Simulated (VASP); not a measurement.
# NiO (Fm-3m) in VASP: notebook

The runs below take NiO through single point, with BLYP+U, PBE+D4+U.

All numbers are computed with VASP 6.6.1; they aren't measurements. Logs are shortened: lines on timing, memory, paths and dates and some standing lists are left out, and cuts for length are marked.

**1. The cell of the first run**

It takes space group Fm-3m (No. 225, cubic). The conventional cell has a = 4.183 Å, b = 4.183 Å, c = 4.183 Å, α = 90.00°, β = 90.00°, γ = 90.00°. Within 2.8 Å of Ni (site symmetry m-3m) lie 6 O at 2.09 Å. O (site symmetry m-3m) has 6 Ni at 2.09 Å within 2.8 Å.

**2. Single point, BLYP+U, collinear spin, ferromagnetic start**

INCAR

```
PREC = Accurate
ENCUT = 600
EDIFF = 1E-6
ISMEAR = 0
SIGMA = 0.05
LREAL = F
LASPH = T
NELM = 200
ALGO = Normal
ISIF = 2
LWAVE = F
LCHARG = F
ISPIN = 2
MAGMOM = 1.89 0
LORBIT = 11
LMAXMIX = 4
LDAU = T
LDAUTYPE = 2
LDAUL = 2 -1
LDAUU = 6.2 0
LDAUJ = 0 0
LDAUPRINT = 1
GGA = B5
ALDAX = 1.0
AGGAX = 1.0
AGGAC = 1.0
ALDAC = 0.0
NBANDS = 19
GGA_COMPAT = F
```

KPOINTS

```
regular mesh
0
Gamma
  10 10 10
```

POSCAR

```
NiO
1.0
    0.0000000000      2.0913095126      2.0913095126
    2.0913095126      0.0000000000      2.0913095126
    2.0913095126      2.0913095126      0.0000000000
Ni O
1 1
Direct
    0.0000000000      0.0000000000      0.0000000000
    0.5000000000      0.5000000000      0.5000000000
```

Potentials or basis: VASP PAW PBE potentials, release 64 (Ni, O).

Launch:

```console
$ cat potpaw_PBE.64/Ni/POTCAR potpaw_PBE.64/O/POTCAR > POTCAR
$ mpirun -np 1 vasp_std > vasp.out
```

OUTCAR:

```text
PREC = Accurate
   ENCUT = 600
   EDIFF = 1E-6
   ISMEAR = 0
   LREAL = F
   LASPH = T
   NELM = 200
   ISIF = 2
   ISPIN = 2
   LORBIT = 11
   GGA = B5

 ion  position               nearest neighbor table
   1  0.000  0.000  0.000-   2 2.09   2 2.09   2 2.09   2 2.09   2 2.09   2 2.09
   2  0.500  0.500  0.500-   1 2.09   1 2.09   1 2.09   1 2.09   1 2.09   1 2.09

  LATTYP: Found a face centered cubic cell.
 ALAT       =     4.1826190252

  Lattice vectors:

 A1 = (   0.0000000000,   2.0913095126,   2.0913095126)
 A2 = (   2.0913095126,   0.0000000000,   2.0913095126)
 A3 = (   2.0913095126,   2.0913095126,   0.0000000000)

Analysis of symmetry for initial positions (statically):
=====================================================================
 Subroutine PRICEL returns:
 Original cell was already a primitive cell.

 Routine SETGRP: Setting up the symmetry group for a
 face centered cubic supercell.

 Subroutine GETGRP returns: Found 48 space group operations
 (whereof 48 operations were pure point group operations)
 out of a pool of 48 trial point group operations.

The static configuration has the point symmetry O_h .

Analysis of symmetry for dynamics (positions and initial velocities):
=====================================================================
 Subroutine PRICEL returns:
 Original cell was already a primitive cell.

 Routine SETGRP: Setting up the symmetry group for a
 face centered cubic supercell.

 Subroutine GETGRP returns: Found 48 space group operations
 (whereof 48 operations were pure point group operations)
 out of a pool of 48 trial point group operations.

The dynamic configuration has the point symmetry O_h .

Analysis of structural, dynamic, and magnetic symmetry:
=====================================================================
 Subroutine PRICEL returns:
 Original cell was already a primitive cell.

 Routine SETGRP: Setting up the symmetry group for a
 face centered cubic supercell.
[... 170 lines left out ...]
  o =  0.1431  v =  0.0000  0.0000  0.0000  0.0000  0.0000  0.0000 -0.0000  0.9990 -0.0000  0.0447      0.0000  0.0000  0.0000  0.0000  0.0000  0.0000  0.0000  0.0000  0.0000  0.0000
  o =  0.9848  v =  0.0000  0.0000  0.0000  0.0000  0.0000  1.0000  0.0000  0.0000  0.0000  0.0000      0.0000  0.0000  0.0000  0.0000  0.0000  0.0000  0.0000  0.0000  0.0000  0.0000
  o =  0.9848  v =  0.0000  0.0000  0.0000  0.0000  0.0000  0.0000  0.5066 -0.0000 -0.8622 -0.0000      0.0000  0.0000  0.0000  0.0000  0.0000  0.0000  0.0000  0.0000  0.0000  0.0000
  o =  0.9848  v =  0.0000  0.0000  0.0000  0.0000  0.0000  0.0000  0.8622  0.0000  0.5066 -0.0000      0.0000  0.0000  0.0000  0.0000  0.0000  0.0000  0.0000  0.0000  0.0000  0.0000
  o =  0.9854  v =  1.0000  0.0000  0.0000  0.0000  0.0000  0.0000  0.0000  0.0000  0.0000  0.0000      0.0000  0.0000  0.0000  0.0000  0.0000  0.0000  0.0000  0.0000  0.0000  0.0000
  o =  0.9854  v =  0.0000 -0.6959 -0.0000  0.7182  0.0000  0.0000  0.0000  0.0000  0.0000  0.0000      0.0000  0.0000  0.0000  0.0000  0.0000  0.0000  0.0000  0.0000  0.0000  0.0000
  o =  0.9854  v =  0.0000  0.7182  0.0000  0.6959 -0.0000  0.0000  0.0000  0.0000  0.0000  0.0000      0.0000  0.0000  0.0000  0.0000  0.0000  0.0000  0.0000  0.0000  0.0000  0.0000
  o =  1.0381  v =  0.0000  0.0000 -0.9999  0.0000  0.0172  0.0000  0.0000  0.0000  0.0000  0.0000      0.0000  0.0000  0.0000  0.0000  0.0000  0.0000  0.0000  0.0000  0.0000  0.0000
  o =  1.0381  v =  0.0000  0.0000  0.0172  0.0000  0.9999  0.0000  0.0000  0.0000  0.0000  0.0000      0.0000  0.0000  0.0000  0.0000  0.0000  0.0000  0.0000  0.0000  0.0000  0.0000

 number of electron      16.0000005 magnetization       1.9999983

 Free energy of the ion-electron system (eV)
  ---------------------------------------------------
  ext. energy  EPLUGINS =         0.00000000
  ---------------------------------------------------
  free energy    TOTEN  =        -9.30042512 eV

  energy without entropy =       -9.30042512  energy(sigma->0) =       -9.30042512

 E-fermi :   7.4630     XC(G=0): -12.0499

 val. band max:        7.0982159644   @ k =   0.5000   0.0000   0.0000
 cond. band min:       9.5266385509   @ k =   0.0000   0.0000   0.0000
 fundamental gap:      2.4284225864
 Fermi energy:         7.4630420849

 spin component 1

 k-point     1 :       0.0000    0.0000    0.0000
  band No.  band energies     occupation
      1     -11.6165      1.00000
      2       1.0178      1.00000
      3       1.0182      1.00000
      4       2.0106      1.00000
      5       2.0107      1.00000
      6       2.0110      1.00000
[... 1049 lines left out ...]
     18      40.6376      0.00000
     19      40.9181      0.00000

 [... further k-points ...]

------------------------ aborting loop because EDIFF is reached ----------------------------------------

  FORCE on cell =-STRESS in cart. coord.  units (eV):
  Direction    XX          YY          ZZ          XY          YZ          ZX
  --------------------------------------------------------------------------------------
  -------------------------------------------------------------------------------------
  Total        1.0935833      1.0935833      1.0935833     -0.0000000     -0.0000000      0.0000000
  in kB       95.7805951     95.7805951     95.7805951     -0.0000000     -0.0000000      0.0000000
  external PRESSURE =      95.7805951 kB  Pullay stress =       0.0000000 kB

 VOLUME and BASIS-vectors are now :
 -----------------------------------------------------------------------------
  energy-cutoff  :      600.00
  volume of cell :       18.29
      direct lattice vectors                 reciprocal lattice vectors
     0.000000000  2.091309513  2.091309513    -0.239084649  0.239084649  0.239084649
     2.091309513  0.000000000  2.091309513     0.239084649 -0.239084649  0.239084649
     2.091309513  2.091309513  0.000000000     0.239084649  0.239084649 -0.239084649

 POSITION                                       TOTAL-FORCE (eV/Angst)
 -----------------------------------------------------------------------------------
      0.00000      0.00000      0.00000         0.000000      0.000000      0.000000
      2.09131      2.09131      2.09131        -0.000000      0.000000      0.000000
 -----------------------------------------------------------------------------------
    total drift:                                0.000000     -0.000000     -0.000000

  FREE ENERGIE OF THE ION-ELECTRON SYSTEM (eV)
  ---------------------------------------------------
  free  energy   TOTEN  =        -9.3004251201 eV

  energy  without entropy=       -9.3004251201  energy(sigma->0) =       -9.30042512

 total charge

# of ion       s       p       d       tot
------------------------------------------
    1        0.341   0.417   8.245   9.004
    2        1.537   3.506   0.000   5.043
--------------------------------------------------
tot          1.879   3.923   8.245  14.047

 magnetization (x)

# of ion       s       p       d       tot
------------------------------------------
    1        0.009   0.011   1.789   1.810
    2        0.018   0.165   0.000   0.183
--------------------------------------------------
tot          0.028   0.177   1.789   1.993
```

Wall time 30 s (1 thread of Intel Xeon 8259CL, shared host); peak memory 0.17 GiB.

Results:

```
Free energy                                           : -9.3004 eV
Pressure                                              : 9.6 GPa
Band gap on the k mesh                                : 2.43 eV (least direct gap 3.08 eV)
Net moment                                            : 2.00 μB per cell
Site moments                                          : Ni +1.81; O +0.18 μB
Valence electrons inside the program's atomic spheres : Ni 9.00; O 5.04
```

Eigenvalues of the final occupation matrices:
```
    site  spin  trace               eigenvalues
site 1 d     1   5.03  0.99 0.99 0.99 1.04 1.04
site 1 d     2   3.24  0.14 0.14 0.98 0.98 0.98
```

Caveat: the cell stands under pressure; the PAW data sets were made with another functional, which shifts forces and pressure a little; a cell with one magnetic atom can't hold antiferromagnetic order, which such compounds often take.

**3. Single point, PBE+D4+U, collinear spin, ferromagnetic start**

INCAR

```
SYSTEM = NiO
PREC = Accurate
ENCUT = 600
EDIFF = 1E-6
ISMEAR = 0
SIGMA = 0.05
LREAL = .False.
LASPH = .True.
NELM = 200
ALGO = Normal
ISIF = 2
LWAVE = .False.
LCHARG = .True.
ISPIN = 2
MAGMOM = 1.89 0
LORBIT = 11
LMAXMIX = 4
LDAU = .True.
LDAUTYPE = 2
LDAUL = 2 -1
LDAUU = 6.2 0
LDAUJ = 0 0
LDAUPRINT = 1
GGA = PE
IVDW = 13
LELF = .True.
LVHAR = .True.
NBANDS = 19
GGA_COMPAT = .False.
```

KPOINTS

```
regular mesh
0
Gamma
  10 10 10
  0 0 0
```

POSCAR is that of step 2.

Potentials or basis: VASP PAW PBE potentials, release 64 (Ni, O).

Launch:

```console
$ cat potpaw_PBE.64/Ni/POTCAR potpaw_PBE.64/O/POTCAR > POTCAR
$ mpirun -np 1 vasp_std > vasp.out
```

Wall time 23 s (1 thread of Intel Xeon 8259CL, shared host); peak memory 0.17 GiB.

It converged, with:

```yaml
Free_energy: -10.7817 eV
Pressure: -2.7 GPa
Band_gap_on_the_k_mesh: 2.53 eV (least direct gap 3.17 eV)
Net_moment: 2.00 μB per cell
Site_moments: Ni +1.82; O +0.17 μB
Valence_electrons_inside_the_program's_atomic_spheres: Ni 8.99; O 5.03
Dispersion_energy_per_atom: -0.308 eV
```

Levels at points of the mesh, in eV from the valence-band top:
Spin up:
```tsv
k point	band 7	band 8	band 9	band 10	band 11	band 12
(0.00, 0.00, 0.00)	-1.40	-1.40	-1.40	2.72	17.88	17.88
(0.50, 0.00, 0.00)	-3.10	0.00	0.00	6.75	11.12	14.99
(0.50, 0.50, 0.00)	-4.18	-2.77	-2.77	7.04	11.50	11.92
```
Spin down:
```csv
k point,band 5,band 6,band 7,band 8,band 9,band 10
"(0.00, 0.00, 0.00)",-1.06,-1.06,-1.06,2.53,2.53,3.07
"(0.50, 0.00, 0.00)",-2.21,-1.98,-1.98,4.87,4.87,6.92
"(0.50, 0.50, 0.00)",-3.11,-2.45,-2.45,2.98,3.43,7.68
```

Eigenvalues of the final occupation matrices:
```csv
site,spin,trace,eigenvalues
site 1 d,1,5.03,0.98 0.98 0.98 1.04 1.04
site 1 d,2,3.22,0.14 0.14 0.98 0.98 0.98
```

Caveat: a cell with one magnetic atom can't hold antiferromagnetic order, which such compounds often take. The state reached can hang on the start; a lower one may exist.

**4. Single point, PBE+D4+U, collinear spin, ferromagnetic start (9.11 Å³/atom)**

This run uses another cell than the first one, of 9.11 Å³/atom.

INCAR

```
SYSTEM = NiO
PREC = Accurate
ENCUT = 600
EDIFF = 1E-6
ISMEAR = 0
SIGMA = 0.05
LREAL = .FALSE.
LASPH = .TRUE.
NELM = 200
ALGO = Normal
ISIF = 2
LWAVE = .FALSE.
LCHARG = .FALSE.
ISPIN = 2
MAGMOM = 1.89 0.22
LORBIT = 11
LMAXMIX = 4
LDAU = .TRUE.
LDAUTYPE = 2
LDAUL = 2 -1
LDAUU = 6.2 0
LDAUJ = 0 0
LDAUPRINT = 1
GGA = PE
IVDW = 13
NBANDS = 19
GGA_COMPAT = .FALSE.
```

KPOINTS

```
regular mesh
0
G
  10 10 10
  0 0 0
```

POSCAR

```
NiO
1.0
    0.0000000000      2.0887075867      2.0887075867
    2.0887075867      0.0000000000      2.0887075867
    2.0887075867      2.0887075867      0.0000000000
Ni O
1 1
Direct
    0.0000000000      0.0000000000      0.0000000000
    0.5000000000      0.5000000000      0.5000000000
```

Launch:

```console
$ cat potpaw_PBE.64/Ni/POTCAR potpaw_PBE.64/O/POTCAR > POTCAR
$ mpirun -np 1 vasp_std > vasp.out
```

Wall time 23 s (1 thread of Intel Xeon 8259CL, shared host); peak memory 0.17 GiB.

It converged, with:

| Quantity | Value |
| --- | --- |
| Free energy | -10.7825 eV |
| Pressure | -2.0 GPa |
| Band gap on the k mesh | 2.52 eV (least direct gap 3.17 eV) |
| Net moment | 2.00 μB per cell |
| Site moments | Ni +1.82; O +0.17 μB |
| Valence electrons inside the program's atomic spheres | Ni 8.99; O 5.03 |
| Dispersion energy per atom | -0.308 eV |

Levels at points of the mesh, in eV from the valence-band top:
Spin up:
| k point | band 5 | band 6 | band 7 | band 8 | band 9 | band 10 | band 11 | band 12 | band 13 | band 14 |
| --- | --- | --- | --- | --- | --- | --- | --- | --- | --- | --- |
| (0.00, 0.00, 0.00) | -5.01 | -5.01 | -1.42 | -1.42 | -1.42 | 2.74 | 17.90 | 17.90 | 17.90 | 19.02 |
| (0.50, 0.00, 0.00) | -4.50 | -4.50 | -3.10 | 0.00 | 0.00 | 6.76 | 11.15 | 15.02 | 15.02 | 20.88 |
| (0.50, 0.50, 0.00) | -5.08 | -4.18 | -4.18 | -2.79 | -2.79 | 7.07 | 11.51 | 11.95 | 17.76 | 17.76 |
Spin down:
```tsv
k point	band 3	band 4	band 5	band 6	band 7	band 8	band 9	band 10	band 11	band 12
(0.00, 0.00, 0.00)	-4.02	-4.02	-1.07	-1.07	-1.07	2.52	2.52	3.09	18.17	18.17
(0.50, 0.00, 0.00)	-4.06	-4.06	-2.21	-1.99	-1.99	4.88	4.88	6.93	11.61	15.40
(0.50, 0.50, 0.00)	-4.77	-3.10	-3.10	-2.47	-2.47	2.98	3.43	7.71	11.80	12.21
```

Eigenvalues of the final occupation matrices:
```
    site  spin  trace               eigenvalues
site 1 d     1   5.03  0.98 0.98 0.98 1.04 1.04
site 1 d     2   3.23  0.14 0.14 0.98 0.98 0.98
```

Caveat: a cell with one magnetic atom can't hold antiferromagnetic order, which such compounds often take. A k mesh can miss the band edges.

**5. Overview**

| level | cell | gap on the mesh (eV) | pressure (GPa) | moment (μB) |
| --- | --- | --- | --- | --- |
| BLYP+U | a = 2.958 Å, angles 60.0°, 2 atoms | 2.43 | 9.6 | 2.00 |
| PBE+D4+U | a = 2.958 Å, angles 60.0°, 2 atoms | 2.53 | -2.7 | 2.00 |
| PBE+D4+U | a = 2.954 Å, angles 60.0°, 2 atoms | 2.52 | -2.0 | 2.00 |

Alike in all rows: task single point; potentials or basis VASP PAW PBE potentials, release 64 (Ni, O); spin collinear, ferromagnetic start; Ni d U = 6.2 eV; k mesh 10 × 10 × 10; cutoff (eV) 600; smearing gaussian 0.05 eV.

Caveats: a cell with one magnetic atom can't hold antiferromagnetic order, which such compounds often take; the cell stands under pressure (at least some runs); the PAW data sets were made with another functional, which shifts forces and pressure a little (at least some runs).

Absolute energies hang on the potentials; compare differences alone.
